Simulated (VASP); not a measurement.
Write the native input for VASP 6.6.1 that does the following.

| Quantity | Value |
| --- | --- |
| Task | single point |
| Functional | PBEsol |
| Dispersion | D4 |
| Potentials or basis | VASP PAW PBE potentials, release 64 (C) |
| Cutoff | 520 eV |
| k mesh | 15 × 15 × 1 |
| Occupations | gaussian, width 0.04 eV |
| Spin | no spin polarisation |
| Dipole correction | yes |
| Further INCAR settings | ALGO = Normal; EDIFF = 1e-06; NBANDS = 11; NELMDL = -8 |

The structure of C lies in POSCAR:

```
C
1.0
    2.4568680508      0.0000000000      0.0000000000
   -1.2284340254      2.1277101457      0.0000000000
    0.0000000000      0.0000000000     26.7636446248
C
2
Direct
    1.0000000000      0.0000000000      0.7043604395
    0.3333333333      0.6666666667      0.7048791512
```

The input as run:

INCAR

```
PREC     = Accurate       # precision mode
ENCUT    = 520            # plane-wave cutoff, eV
EDIFF    = 1E-6           # SCF threshold, eV
ISMEAR   = 0              # smearing method
SIGMA    = 0.04           # smearing width, eV
LREAL    = F              # projectors in reciprocal space
LASPH    = T              # aspherical terms in the spheres
NELM     = 120            # most SCF steps
ALGO     = Normal         # electronic algorithm
ISIF     = 2              # what is computed and relaxed
LWAVE    = F              # write WAVECAR
LCHARG   = F              # write CHGCAR
LDIPOL   = T            
IDIPOL   = 3            
DIPOL    = 0.5 0.5 0.705
GGA      = PS             # functional
IVDW     = 13             # dispersion correction
NBANDS   = 11             # bands
GGA_COMPAT= F            
NELMDL   = -8
```

KPOINTS

```
regular mesh
0
Gamma
  15 15 1
```

Potentials or basis: VASP PAW PBE potentials, release 64 (C).

Launch:

```sh
$ cat potpaw_PBE.64/C/POTCAR > POTCAR
$ mpirun -np 1 vasp_std > vasp.out
```

It gave:

* Largest force: 0.235 eV/Å
* Band gap on the k mesh: zero (filled and empty bands touch)
* Dispersion energy per atom: -0.049 eV

Caveat: the PAW data sets were made with another functional, which shifts forces and pressure a little.

Wall time 64 s on 1 thread of Intel(R) Xeon(R) Platinum 8259CL CPU @ 2.50GHz (Skylake/Cascade Lake), on a shared host, peak memory 0.23 GiB.
